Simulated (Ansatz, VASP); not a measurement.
# Li2BrCl in VASP and in Ansatz

```
CELL_PARAMETERS angstrom
1.85711 1.07221 6.05463
-1.85711 1.07221 6.05463
0.00000 -2.14441 6.05463
ATOMIC_POSITIONS crystal
Cl 0.00000 0.00000 0.00000
Br 0.50000 0.50000 0.50000
Li 0.25436 0.25436 0.25436
Li 0.74564 0.74564 0.74564
```

Alike in both runs: task single point; functional r2SCAN; k mesh 6 × 6 × 6; no spin polarisation.

|  | VASP | Ansatz |
| --- | --- | --- |
| version | VASP 6.6.1 | Ansatz 0.2.0 |
| potentials or method | VASP PAW PBE potentials, release 64 (Cl, Br, Li_sv) | plane waves, PAW |
| plane-wave cutoff (eV) | 520 | 500 |
| occupations | gaussian, width 0.01 eV | fixed |
| valence electrons in the cell | 20 | 20 |

```csv
,VASP,Ansatz,Ansatz less VASP
gap on the k mesh at the Fermi level (eV),6.08,6.03,-0.047
rms of the force components (eV/Å),0.011,0.003,-0.0083
```

VASP's potentials were made for PBE, not for r2SCAN. Atom by atom the forces differ by 0.014 eV/Å (rms over components).

Noted on VASP's run: the cutoff is short for stress, so the pressure is rough.
